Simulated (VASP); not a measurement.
# BiPt3 (Pm-3m) in VASP: single point with PBEsol

Aim: the single point of BiPt3 with PBEsol.

Program: VASP 6.6.1. These are calculated values, not measurements. Logs are shortened: lines on timing, memory, paths and dates and some standing lists are left out, and cuts for length are marked.

## Step 1: The cell of the first run

The structure is cubic, space group Pm-3m (No. 221). Conventional cell: a = 4.113 Å, b = 4.113 Å, c = 4.113 Å, α = 90.00°, β = 90.00°, γ = 90.00°. Bi (site symmetry m-3m) has 12 Pt at 2.91 Å within 3.8 Å. Pt (site symmetry 4/mmm) has 4 Bi at 2.91 Å and 8 Pt at 2.91 Å within 3.8 Å.

## Step 2: Single point, PBEsol (strained)

Contents of INCAR:

```
  PREC = Accurate
  ENCUT = 520
  EDIFF = 1E-6
  ISMEAR = 0
  SIGMA = 0.1
  LREAL = F
  LASPH = T
  NELM = 60
  ALGO = Fast
  ISIF = 2
  LWAVE = F
  LCHARG = T
  GGA = PS
  LELF = T
  LVHAR = T
  NBANDS = 30
```

Contents of KPOINTS:

```
regular mesh
0
Gamma
  10 10 10
```

Contents of POSCAR:

```
BiPt3
1.0
    4.1134406622      0.0000000000      0.0000000000
    0.0000000000      4.1134406622      0.0000000000
    0.0000000000      0.0000000000      4.1134406622
Bi Pt
1 3
Direct
    0.0000000000      0.0000000000      0.0000000000
    0.0000000000      0.5000000000      0.5000000000
    0.5000000000      0.0000000000      0.5000000000
    0.5000000000      0.5000000000      0.0000000000
```

Potentials or basis: VASP PAW PBE potentials, release 64 (Bi_d, Pt).

Launch:

```sh
$ cat potpaw_PBE.64/Bi_d/POTCAR potpaw_PBE.64/Pt/POTCAR > POTCAR
$ mpirun -np 1 vasp_std > vasp.out
```

OUTCAR:

```text
PREC = Accurate
   ENCUT = 520
   EDIFF = 1E-6
   ISMEAR = 0
   LREAL = F
   LASPH = T
   NELM = 60
   ISIF = 2
   GGA = PS

 ion  position               nearest neighbor table
   1  0.000  0.000  0.000-   2 2.91   3 2.91   4 2.91   2 2.91   3 2.91   2 2.91   4 2.91   2 2.91
                             3 2.91   4 2.91   3 2.91   4 2.91
   2  0.000  0.500  0.500-   1 2.91   3 2.91   4 2.91   1 2.91   4 2.91   1 2.91   3 2.91   1 2.91
                             3 2.91   4 2.91   4 2.91   3 2.91
   3  0.500  0.000  0.500-   1 2.91   2 2.91   4 2.91   1 2.91   4 2.91   2 2.91   4 2.91   4 2.91
                             1 2.91   2 2.91   1 2.91   2 2.91
   4  0.500  0.500  0.000-   1 2.91   2 2.91   3 2.91   2 2.91   3 2.91   1 2.91   3 2.91   3 2.91
                             1 2.91   2 2.91   2 2.91   1 2.91

  LATTYP: Found a simple cubic cell.
 ALAT       =     4.1134406622

  Lattice vectors:

 A1 = (   4.1134406622,   0.0000000000,   0.0000000000)
 A2 = (   0.0000000000,   4.1134406622,   0.0000000000)
 A3 = (   0.0000000000,   0.0000000000,   4.1134406622)

Analysis of symmetry for initial positions (statically):
=====================================================================
 Subroutine PRICEL returns:
 Original cell was already a primitive cell.

 Routine SETGRP: Setting up the symmetry group for a
 simple cubic supercell.

 Subroutine GETGRP returns: Found 48 space group operations
 (whereof 48 operations were pure point group operations)
 out of a pool of 48 trial point group operations.

The static configuration has the point symmetry O_h .

Analysis of symmetry for dynamics (positions and initial velocities):
=====================================================================
 Subroutine PRICEL returns:
 Original cell was already a primitive cell.

 Routine SETGRP: Setting up the symmetry group for a
 simple cubic supercell.

 Subroutine GETGRP returns: Found 48 space group operations
 (whereof 48 operations were pure point group operations)
 out of a pool of 48 trial point group operations.

The dynamic configuration has the point symmetry O_h .

 Subroutine INISYM returns: Found 48 space group operations
 (whereof 48 operations are pure point group operations),
 and found     1 'primitive' translations

----------------------------------------------------------------------------------------

                                     Primitive cell

  volume of cell :      69.6010

  direct lattice vectors                    reciprocal lattice vectors
     4.113440662  0.000000000  0.000000000     0.243105488  0.000000000  0.000000000
     0.000000000  4.113440662  0.000000000     0.000000000  0.243105488  0.000000000
     0.000000000  0.000000000  4.113440662     0.000000000  0.000000000  0.243105488

  length of vectors
     4.113440662  4.113440662  4.113440662     0.243105488  0.243105488  0.243105488

  position of ions in fractional coordinates (direct lattice)
     0.000000000  0.000000000  0.000000000
     0.000000000  0.500000000  0.500000000
     0.500000000  0.000000000  0.500000000
     0.500000000  0.500000000  0.000000000

  ion indices of the primitive-cell ions
   primitive index   ion index
                 1           1
                 2           2
                 3           3
                 4           4

----------------------------------------------------------------------------------------

 KPOINTS: regular mesh

Automatic generation of k-mesh.
 Grid dimensions read from file:
 generate k-points for:   10   10   10

 Generating k-lattice:

  Cartesian coordinates                     Fractional coordinates (reciprocal lattice)
     0.024310549  0.000000000  0.000000000     0.100000000  0.000000000  0.000000000
     0.000000000  0.024310549  0.000000000     0.000000000  0.100000000  0.000000000
     0.000000000  0.000000000  0.024310549     0.000000000  0.000000000  0.100000000

  Length of vectors
     0.024310549  0.024310549  0.024310549

  Shift w.r.t. Gamma in fractional coordinates (k-lattice)
     0.000000000  0.000000000  0.000000000

 Subroutine IBZKPT returns following result:
 ===========================================

 Found     56 irreducible k-points:

 Following reciprocal coordinates:
            Coordinates               Weight
  0.000000  0.000000  0.000000      1.000000
  0.100000  0.000000  0.000000      6.000000
  0.200000  0.000000  0.000000      6.000000
  0.300000  0.000000  0.000000      6.000000
  0.400000  0.000000  0.000000      6.000000
  0.500000  0.000000  0.000000      3.000000
[... 16 lines left out ...]
  0.200000  0.100000  0.100000     24.000000
  0.300000  0.100000  0.100000     24.000000
 [... further k-points ...]
   k-points           NKPTS =     56   k-points in BZ     NKDIM =     56   number of bands    NBANDS=     30
   number of dos      NEDOS =    301   number of ions     NIONS =      4
   total plane-waves  NPLWV =  32768
   dimension x,y,z NGX =    32 NGY =   32 NGZ =   32
   dimension x,y,z NGXF=    64 NGYF=   64 NGZF=   64
   ions per type =               1   3
   NGX,Y,Z   is equivalent  to a cutoff of  12.93, 12.93, 12.93 a.u.
   NGXF,Y,Z  is equivalent  to a cutoff of  25.87, 25.87, 25.87 a.u.
 SYSTEM =  unknown system
   PREC   = accura    normal or accurate (medium, high low for compatibility)
   ISTART =      0    job   : 0-new  1-cont  2-samecut
   ICHARG =      2    charge: 1-file 2-atom 10-const
   ISPIN  =      1    spin polarized calculation?
   LNONCOLLINEAR =      F non collinear calculations
   LSORBIT =      F    spin-orbit coupling
   LASPH  =      T    aspherical Exc in radial PAW
   ENCUT  =  520.0 eV  38.22 Ry    6.18 a.u.   7.65  7.65  7.65*2*pi/ulx,y,z
   NELM   =     60;   NELMIN=  2; NELMDL= -5     # of ELM steps
   EDIFF  = 0.1E-05   stopping-criterion for ELM
   LREAL  =      F    real-space projection
   EDIFFG = 0.1E-04   stopping-criterion for IOM
   NSW    =      0    number of steps for IOM
   IBRION =     -1    ionic relax: 0-MD 1-quasi-New 2-CG
   NFREE  =      0    steps in history (QN), initial steepest desc. (CG)
   ISIF   =      2    stress and relaxation
   ISYM   =      2    0-nonsym 1-usesym 2-fastsym
   POTIM  = 0.5000    time-step for ionic-motion
   TEBEG  =    0.0;   TEEND  =   0.0 temperature during run
   PSTRESS=    0.0 pullay stress
   NELECT =      45.0000    total number of electrons
   NUPDOWN=      -1.0000    fix difference up-down
   EMIN   =  10.00;   EMAX   =-10.00  energy-range for DOS
   EFERMI =   0.00;   METHOD = LEGACY
   ISMEAR =     0;   SIGMA  =   0.10  broadening in eV -4-tet -1-fermi 0-gaus
   EFERMI_NEDOS =   21; number of points for ismear=-14 and -15
   IALGO  =     68    algorithm
   IMIX   =      4    mixing-type and parameters
     AMIX     =   0.40;   BMIX     =  1.00
     AMIX_MAG =   1.60;   BMIX_MAG =  1.00
  volume/ion in A,a.u.               =      17.40       117.42
  Fermi-wavevector in a.u.,A,eV,Ry     =   1.415600  2.675095 27.265017  2.003922
  Thomas-Fermi vector in A             =   2.537021
   LORBIT       =      0    0 simple, 1 ext, 2 COOP (PROOUT), +10 PAW based schemes
   GGA     = PS    functional components
   LHFCALC =     F    Hartree Fock is set to
   AEXX    =    0.0000 exact exchange contribution
   IVDW    =     0    specifies the selected vdW correction
   LEPSILON=     F    determine dielectric tensor
   LRPA    =     F    only Hartree local field effects (RPA)
 non-spin polarized calculation
 RMM-DIIS sequential band-by-band and
 Gauss-broadening in eV      SIGMA  =   0.10
  energy-cutoff  :      520.00
  volume of cell :       69.60
 maximum number of plane-waves:      1899
 NGX is ok and might be reduce to    32
   NGX = 15   NGY = 15   NGZ = 15

 number of electron      44.9999981 magnetization

 Free energy of the ion-electron system (eV)
  ---------------------------------------------------
  ext. energy  EPLUGINS =         0.00000000
  ---------------------------------------------------
  free energy    TOTEN  =       -25.05979718 eV

  energy without entropy =      -25.04481461  energy(sigma->0) =      -25.05230589

 E-fermi :  11.1060     XC(G=0): -12.9577

 val. band max:       11.0778257495   @ k =   0.5000   0.3000   0.2000
 cond. band min:      11.1160673606   @ k =   0.4000   0.2000   0.2000
 fundamental gap:      0.0382416111
 Fermi energy:        11.1060113601

 k-point     1 :       0.0000    0.0000    0.0000
  band No.  band energies     occupation
      1     -12.1841      2.00000
      2     -12.1841      2.00000
      3     -12.1661      2.00000
      4     -12.1661      2.00000
      5     -12.1661      2.00000
      6      -2.6375      2.00000
[... 22 lines left out ...]
     29      17.8732      0.00000
     30      17.8732      0.00000

 k-point     2 :       0.1000    0.0000    0.0000
  band No.  band energies     occupation
      1     -12.1829      2.00000
      2     -12.1802      2.00000
      3     -12.1659      2.00000
      4     -12.1651      2.00000
      5     -12.1651      2.00000
      6      -2.5539      2.00000
[... 22 lines left out ...]
     29      17.9468      0.00000
     30      18.5032      0.00000

 k-point     3 :       0.2000    0.0000    0.0000
  band No.  band energies     occupation
      1     -12.1797      2.00000
      2     -12.1699      2.00000
      3     -12.1654      2.00000
      4     -12.1625      2.00000
      5     -12.1625      2.00000
      6      -2.3149      2.00000
[... 22 lines left out ...]
     29      17.8585      0.00000
     30      18.9557      0.00000

 k-point     4 :       0.3000    0.0000    0.0000
  band No.  band energies     occupation
      1     -12.1758      2.00000
      2     -12.1647      2.00000
      3     -12.1592      2.00000
      4     -12.1592      2.00000
      5     -12.1572      2.00000
      6      -1.9647      2.00000
[... 22 lines left out ...]
     29      17.2818      0.00000
     30      18.3553      0.00000

 k-point     5 :       0.4000    0.0000    0.0000
  band No.  band energies     occupation
      1     -12.1726      2.00000
      2     -12.1642      2.00000
      3     -12.1566      2.00000
      4     -12.1566      2.00000
      5     -12.1469      2.00000
      6      -1.6098      2.00000
[... 22 lines left out ...]
     29      17.7582      0.00000
     30      17.9926      0.00000
[... 526 lines left out ...]
     29      18.8445      0.00000
     30      18.8446      0.00000

 k-point    22 :       0.1000    0.1000    0.1000
  band No.  band energies     occupation
      1     -12.1769      2.00000
      2     -12.1769      2.00000
      3     -12.1641      2.00000
      4     -12.1641      2.00000
      5     -12.1640      2.00000
      6      -2.3922      2.00000
[... 22 lines left out ...]
     29      18.9292      0.00000
     30      18.9339      0.00000

 k-point    23 :       0.2000    0.1000    0.1000
  band No.  band energies     occupation
      1     -12.1748      2.00000
      2     -12.1681      2.00000
      3     -12.1631      2.00000
      4     -12.1617      2.00000
      5     -12.1615      2.00000
      6      -2.1649      2.00000
[... 22 lines left out ...]
     29      18.2856      0.00000
     30      19.3674      0.00000

 k-point    24 :       0.3000    0.1000    0.1000
  band No.  band energies     occupation
      1     -12.1715      2.00000
      2     -12.1637      2.00000
      3     -12.1606      2.00000
      4     -12.1594      2.00000
      5     -12.1533      2.00000
      6      -1.8349      2.00000
[... 22 lines left out ...]
     29      17.9657      0.00000
     30      19.4367      0.00000

 [... further k-points ...]
[... 5 lines left out ...]
  --------------------------------------------------------------------------------------
  -------------------------------------------------------------------------------------
  Total        0.0276300      0.0276300      0.0276300     -0.0000000     -0.0000000     -0.0000000
  in kB        0.6360268      0.6360268      0.6360268     -0.0000000     -0.0000000     -0.0000000
  external PRESSURE =       0.6360268 kB  Pullay stress =       0.0000000 kB

 VOLUME and BASIS-vectors are now :
 -----------------------------------------------------------------------------
  energy-cutoff  :      520.00
  volume of cell :       69.60
      direct lattice vectors                 reciprocal lattice vectors
     4.113440662  0.000000000  0.000000000     0.243105488  0.000000000  0.000000000
     0.000000000  4.113440662  0.000000000     0.000000000  0.243105488  0.000000000
     0.000000000  0.000000000  4.113440662     0.000000000  0.000000000  0.243105488

 POSITION                                       TOTAL-FORCE (eV/Angst)
 -----------------------------------------------------------------------------------
      0.00000      0.00000      0.00000         0.000000      0.000000      0.000000
      0.00000      2.05672      2.05672         0.000000      0.000000      0.000000
      2.05672      0.00000      2.05672         0.000000      0.000000      0.000000
      2.05672      2.05672      0.00000         0.000000      0.000000      0.000000
 -----------------------------------------------------------------------------------
    total drift:                                0.000000     -0.000000     -0.000000

  FREE ENERGIE OF THE ION-ELECTRON SYSTEM (eV)
  ---------------------------------------------------
  free  energy   TOTEN  =       -25.0597971764 eV

  energy  without entropy=      -25.0448146074  energy(sigma->0) =      -25.05230589
```

Wall time 58 s (1 thread of Intel Xeon Platinum 8375C at 2.90GHz (Ice Lake), shared host); peak memory 0.24 GiB.

Results:

- Free energy: -25.0598 eV
- Pressure: 0.1 GPa

Levels at points of the mesh, in eV from the Fermi level:
```tsv
k point	band 20	band 21	band 22	band 23	band 24	band 25
(0.00, 0.00, 0.00)	-1.31	-0.58	-0.58	-0.08	-0.08	-0.08
(0.50, 0.00, 0.00)	-2.36	-1.22	-0.50	-0.08	2.62	2.62
(0.50, 0.50, 0.00)	-2.13	-2.02	-1.87	0.49	0.49	3.32
(0.50, 0.50, 0.50)	-2.09	-1.42	-0.78	-0.49	-0.49	-0.49
```

Caveat: the cell differs from its parent crystal (strained); the PAW data sets were made with another functional, which shifts forces and pressure a little; spin-orbit coupling is left out, which moves the levels of the heavy elements.
